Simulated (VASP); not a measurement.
# AlN (P6_3/mmc) in VASP: notebook

The runs below take AlN through single point, relaxation of shape and atoms at fixed volume, with PBE.

All numbers are computed with VASP 6.6.1; they aren't measurements. Logs are shortened: lines on timing, memory, paths and dates and some standing lists are left out, and cuts for length are marked.

### 1 The cell of the first run

It takes space group P6_3/mmc (No. 194, hexagonal). The conventional cell has a = 3.376 Å, b = 3.376 Å, c = 4.438 Å, α = 90.00°, β = 90.00°, γ = 120.00°. Within 2.6 Å of Al (site symmetry -6m2) lie 5 N at 1.95 to 2.22 Å. N (site symmetry -6m2) has 5 Al at 1.95 to 2.22 Å within 2.6 Å.

### 2 Single point, PBE (10.95 Å³/atom)

The input, INCAR:

```
SYSTEM = AlN
  ALGO = Normal
  EDIFF = 1E-7
  ENCUT = 520
  GGA = PE
  ISIF = 2
  ISMEAR = 0
  LASPH = .TRUE.
  LCHARG = .FALSE.
  LREAL = .FALSE.
  LWAVE = .FALSE.
  NBANDS = 16
  NELM = 80
  PREC = Accurate
  SIGMA = 0.02
```

The input, KPOINTS:

```
k-points
0
G
  9 9 6
  0 0 0
```

The input, POSCAR:

```
AlN
1.0
    3.3764292692      0.0000000000      0.0000000000
   -1.6882146346      2.9240735212      0.0000000000
    0.0000000000      0.0000000000      4.4376194902
Al N
2 2
Direct
    0.3333333333      0.6666666667      0.7500000000
    0.6666666667      0.3333333333      0.2500000000
    0.3333333333      0.6666666667      0.2500000000
    0.6666666667      0.3333333333      0.7500000000
```

Potentials or basis: VASP PAW PBE potentials, release 64 (Al, N).

Run with:

```sh
> cat potpaw_PBE.64/Al/POTCAR potpaw_PBE.64/N/POTCAR > POTCAR
> mpirun -np 1 vasp_std > vasp.out
```

OUTCAR:

```text
SYSTEM = AlN
   EDIFF = 1E-7
   ENCUT = 520
   GGA = PE
   ISIF = 2
   ISMEAR = 0
   LASPH = .TRUE.
   LREAL = .FALSE.
   NELM = 80
   PREC = Accurate

 ion  position               nearest neighbor table
   1  0.333  0.667  0.750-   4 1.95   4 1.95   4 1.95   3 2.22   3 2.22   2 2.95   2 2.95   2 2.95
                             2 2.95   2 2.95   2 2.95
   2  0.667  0.333  0.250-   3 1.95   3 1.95   3 1.95   4 2.22   4 2.22   1 2.95   1 2.95   1 2.95
                             1 2.95   1 2.95   1 2.95
   3  0.333  0.667  0.250-   2 1.95   2 1.95   2 1.95   1 2.22   1 2.22
   4  0.667  0.333  0.750-   1 1.95   1 1.95   1 1.95   2 2.22   2 2.22

  LATTYP: Found a hexagonal cell.
 ALAT       =     3.3764292692
 C/A-ratio  =     1.3142936328

  Lattice vectors:

 A1 = (   3.3764292692,   0.0000000000,   0.0000000000)
 A2 = (  -1.6882146346,   2.9240735212,   0.0000000000)
 A3 = (   0.0000000000,   0.0000000000,   4.4376194902)

Analysis of symmetry for initial positions (statically):
=====================================================================
 Subroutine PRICEL returns:
 Original cell was already a primitive cell.

 Routine SETGRP: Setting up the symmetry group for a
 hexagonal supercell.

 Subroutine GETGRP returns: Found 24 space group operations
 (whereof 12 operations were pure point group operations)
 out of a pool of 24 trial point group operations.

The static configuration has the point symmetry D_3d.
 The point group associated with its full space group is D_6h.

Analysis of symmetry for dynamics (positions and initial velocities):
=====================================================================
 Subroutine PRICEL returns:
 Original cell was already a primitive cell.

 Routine SETGRP: Setting up the symmetry group for a
 hexagonal supercell.

 Subroutine GETGRP returns: Found 24 space group operations
 (whereof 12 operations were pure point group operations)
 out of a pool of 24 trial point group operations.

The dynamic configuration has the point symmetry D_3d.
 The point group associated with its full space group is D_6h.

 Subroutine INISYM returns: Found 24 space group operations
 (whereof 12 operations are pure point group operations),
 and found     1 'primitive' translations

----------------------------------------------------------------------------------------

                                     Primitive cell

  volume of cell :      43.8123

  direct lattice vectors                    reciprocal lattice vectors
     3.376429269  0.000000000  0.000000000     0.296170872  0.170994333  0.000000000
    -1.688214635  2.924073521  0.000000000     0.000000000  0.341988665  0.000000000
     0.000000000  0.000000000  4.437619490     0.000000000  0.000000000  0.225346045

  length of vectors
     3.376429269  3.376429269  4.437619490     0.341988665  0.341988665  0.225346045

  position of ions in fractional coordinates (direct lattice)
     0.333333333  0.666666667  0.750000000
     0.666666667  0.333333333  0.250000000
     0.333333333  0.666666667  0.250000000
     0.666666667  0.333333333  0.750000000

  ion indices of the primitive-cell ions
   primitive index   ion index
                 1           1
                 2           2
                 3           3
                 4           4

----------------------------------------------------------------------------------------

 KPOINTS: k-points

Automatic generation of k-mesh.
 Grid dimensions read from file:
 generate k-points for:    9    9    6

 Generating k-lattice:

  Cartesian coordinates                     Fractional coordinates (reciprocal lattice)
     0.032907875  0.018999370  0.000000000     0.111111111  0.000000000  0.000000000
     0.000000000  0.037998741  0.000000000     0.000000000  0.111111111  0.000000000
     0.000000000  0.000000000  0.037557674     0.000000000  0.000000000  0.166666667

  Length of vectors
     0.037998741  0.037998741  0.037557674

  Shift w.r.t. Gamma in fractional coordinates (k-lattice)
     0.000000000  0.000000000  0.000000000

 Subroutine IBZKPT returns following result:
 ===========================================

 Found     48 irreducible k-points:

 Following reciprocal coordinates:
            Coordinates               Weight
  0.000000  0.000000  0.000000      1.000000
  0.111111  0.000000  0.000000      6.000000
  0.222222  0.000000  0.000000      6.000000
  0.333333  0.000000  0.000000      6.000000
  0.444444  0.000000  0.000000      6.000000
  0.111111  0.111111  0.000000      6.000000
[... 16 lines left out ...]
  0.333333  0.222222  0.166667     24.000000
  0.333333  0.333333  0.166667      4.000000
 [... further k-points ...]
   k-points           NKPTS =     48   k-points in BZ     NKDIM =     48   number of bands    NBANDS=     16
   number of dos      NEDOS =    301   number of ions     NIONS =      4
   total plane-waves  NPLWV =  28224
   dimension x,y,z NGX =    28 NGY =   28 NGZ =   36
   dimension x,y,z NGXF=    56 NGYF=   56 NGZF=   72
   ions per type =               2   2
   NGX,Y,Z   is equivalent  to a cutoff of  13.79, 13.79, 13.49 a.u.
   NGXF,Y,Z  is equivalent  to a cutoff of  27.57, 27.57, 26.97 a.u.
 SYSTEM =  AlN
   PREC   = accura    normal or accurate (medium, high low for compatibility)
   ISTART =      0    job   : 0-new  1-cont  2-samecut
   ICHARG =      2    charge: 1-file 2-atom 10-const
   ISPIN  =      1    spin polarized calculation?
   LNONCOLLINEAR =      F non collinear calculations
   LSORBIT =      F    spin-orbit coupling
   LASPH  =      T    aspherical Exc in radial PAW
   ENCUT  =  520.0 eV  38.22 Ry    6.18 a.u.   6.28  6.28  8.25*2*pi/ulx,y,z
   NELM   =     80;   NELMIN=  2; NELMDL= -5     # of ELM steps
   EDIFF  = 0.1E-06   stopping-criterion for ELM
   LREAL  =      F    real-space projection
   EDIFFG = 0.1E-05   stopping-criterion for IOM
   NSW    =      0    number of steps for IOM
   IBRION =     -1    ionic relax: 0-MD 1-quasi-New 2-CG
   NFREE  =      0    steps in history (QN), initial steepest desc. (CG)
   ISIF   =      2    stress and relaxation
   ISYM   =      2    0-nonsym 1-usesym 2-fastsym
   POTIM  = 0.5000    time-step for ionic-motion
   TEBEG  =    0.0;   TEEND  =   0.0 temperature during run
   PSTRESS=    0.0 pullay stress
   NELECT =      16.0000    total number of electrons
   NUPDOWN=      -1.0000    fix difference up-down
   EMIN   =  10.00;   EMAX   =-10.00  energy-range for DOS
   EFERMI =   0.00;   METHOD = LEGACY
   ISMEAR =     0;   SIGMA  =   0.02  broadening in eV -4-tet -1-fermi 0-gaus
   EFERMI_NEDOS =   21; number of points for ismear=-14 and -15
   IALGO  =     38    algorithm
   IMIX   =      4    mixing-type and parameters
     AMIX     =   0.40;   BMIX     =  1.00
     AMIX_MAG =   1.60;   BMIX_MAG =  1.00
  volume/ion in A,a.u.               =      10.95        73.91
  Fermi-wavevector in a.u.,A,eV,Ry     =   1.170171  2.211303 18.630474  1.369301
  Thomas-Fermi vector in A             =   2.306634
   LORBIT       =      0    0 simple, 1 ext, 2 COOP (PROOUT), +10 PAW based schemes
   GGA     = PE    functional components
   LHFCALC =     F    Hartree Fock is set to
   AEXX    =    0.0000 exact exchange contribution
   IVDW    =     0    specifies the selected vdW correction
   LEPSILON=     F    determine dielectric tensor
   LRPA    =     F    only Hartree local field effects (RPA)
 non-spin polarized calculation
 Gauss-broadening in eV      SIGMA  =   0.02
  energy-cutoff  :      520.00
  volume of cell :       43.81
 maximum number of plane-waves:      1205
 NGX is ok and might be reduce to    28
   NGX = 13   NGY = 13   NGZ = 17

 number of electron      16.0000001 magnetization

 Free energy of the ion-electron system (eV)
  ---------------------------------------------------
  ext. energy  EPLUGINS =         0.00000000
  ---------------------------------------------------
  free energy    TOTEN  =       -29.10924725 eV

  energy without entropy =      -29.10924725  energy(sigma->0) =      -29.10924725

 E-fermi :   7.1486     XC(G=0): -10.7449

 val. band max:        7.0444832847   @ k =   0.0000   0.0000   0.0000
 cond. band min:       9.4620835356   @ k =   0.0000   0.0000   0.0000
 fundamental gap:      2.4176002509
 Fermi energy:         7.1486320859

 k-point     1 :       0.0000    0.0000    0.0000
  band No.  band energies     occupation
      1      -9.1374      2.00000
      2      -6.1679      2.00000
      3       0.5769      2.00000
      4       4.0108      2.00000
      5       4.0108      2.00000
      6       5.3908      2.00000
[... 8 lines left out ...]
     15      17.6474      0.00000
     16      18.7312      0.00000

 k-point     2 :       0.1111    0.0000    0.0000
  band No.  band energies     occupation
      1      -9.0083      2.00000
      2      -6.1490      2.00000
      3       0.7246      2.00000
      4       3.4911      2.00000
      5       3.8300      2.00000
      6       4.8524      2.00000
[... 8 lines left out ...]
     15      17.7139      0.00000
     16      18.1520      0.00000

 k-point     3 :       0.2222    0.0000    0.0000
  band No.  band energies     occupation
      1      -8.6403      2.00000
      2      -6.1316      2.00000
      3       1.1548      2.00000
      4       2.3892      2.00000
      5       3.4556      2.00000
      6       3.8937      2.00000
[... 8 lines left out ...]
     15      17.2068      0.00000
     16      18.2444      0.00000

 k-point     4 :       0.3333    0.0000    0.0000
  band No.  band energies     occupation
      1      -8.1019      2.00000
      2      -6.2172      2.00000
      3       1.3759      2.00000
      4       1.8156      2.00000
      5       3.0606      2.00000
      6       3.1112      2.00000
[... 8 lines left out ...]
     15      17.8894      0.00000
     16      18.3944      0.00000
[... 324 lines left out ...]
 k-point    22 :       0.2222    0.2222    0.1667
  band No.  band energies     occupation
      1      -7.7060      2.00000
      2      -6.3872      2.00000
      3       1.1246      2.00000
      4       1.4725      2.00000
      5       2.8928      2.00000
      6       3.3581      2.00000
[... 8 lines left out ...]
     15      17.8352      0.00000
     16      19.1501      0.00000

 k-point    23 :       0.3333    0.2222    0.1667
  band No.  band energies     occupation
      1      -7.2319      2.00000
      2      -6.5772      2.00000
      3       0.8556      2.00000
      4       1.5390      2.00000
      5       2.1528      2.00000
      6       3.8763      2.00000
[... 8 lines left out ...]
     15      17.6235      0.00000
     16      19.1081      0.00000

 k-point    24 :       0.3333    0.3333    0.1667
  band No.  band energies     occupation
      1      -6.8527      2.00000
      2      -6.8527      2.00000
      3       0.9811      2.00000
      4       1.6380      2.00000
      5       1.6380      2.00000
      6       3.9043      2.00000
[... 8 lines left out ...]
     15      17.5677      0.00000
     16      18.8302      0.00000

 [... further k-points ...]
[... 5 lines left out ...]
  --------------------------------------------------------------------------------------
  -------------------------------------------------------------------------------------
  Total       -4.2144359     -4.2144359     -4.1155878      0.0000000      0.0000000     -0.0000000
  in kB     -154.1182371   -154.1182371   -150.5034465      0.0000000      0.0000000     -0.0000000
  external PRESSURE =    -152.9133069 kB  Pullay stress =       0.0000000 kB

 VOLUME and BASIS-vectors are now :
 -----------------------------------------------------------------------------
  energy-cutoff  :      520.00
  volume of cell :       43.81
      direct lattice vectors                 reciprocal lattice vectors
     3.376429269  0.000000000  0.000000000     0.296170872  0.170994333  0.000000000
    -1.688214635  2.924073521  0.000000000     0.000000000  0.341988665  0.000000000
     0.000000000  0.000000000  4.437619490     0.000000000  0.000000000  0.225346045

 POSITION                                       TOTAL-FORCE (eV/Angst)
 -----------------------------------------------------------------------------------
     -0.00000      1.94938      3.32821         0.000000      0.000000     -0.000000
      1.68821      0.97469      1.10940        -0.000000     -0.000000     -0.000000
     -0.00000      1.94938      1.10940        -0.000000     -0.000000      0.000000
      1.68821      0.97469      3.32821        -0.000000      0.000000      0.000000
 -----------------------------------------------------------------------------------
    total drift:                               -0.000000     -0.000000     -0.000000

  FREE ENERGIE OF THE ION-ELECTRON SYSTEM (eV)
  ---------------------------------------------------
  free  energy   TOTEN  =       -29.1092472540 eV

  energy  without entropy=      -29.1092472540  energy(sigma->0) =      -29.10924725
```

Run time: 41 s. Hardware: 1 thread of Intel Xeon 8259CL, shared host; peak memory 0.18 GiB.

What came out:

* Free energy: -29.1092 eV
* Pressure: -15.3 GPa
* Band gap on the k mesh: 2.42 eV

Stress tensor (GPa, compression positive):
```
-15.41   0.00   0.00
  0.00 -15.41   0.00
  0.00   0.00 -15.05
```

Caveat: the cell stands under tension.

(Part 1 of 2 ends here.)
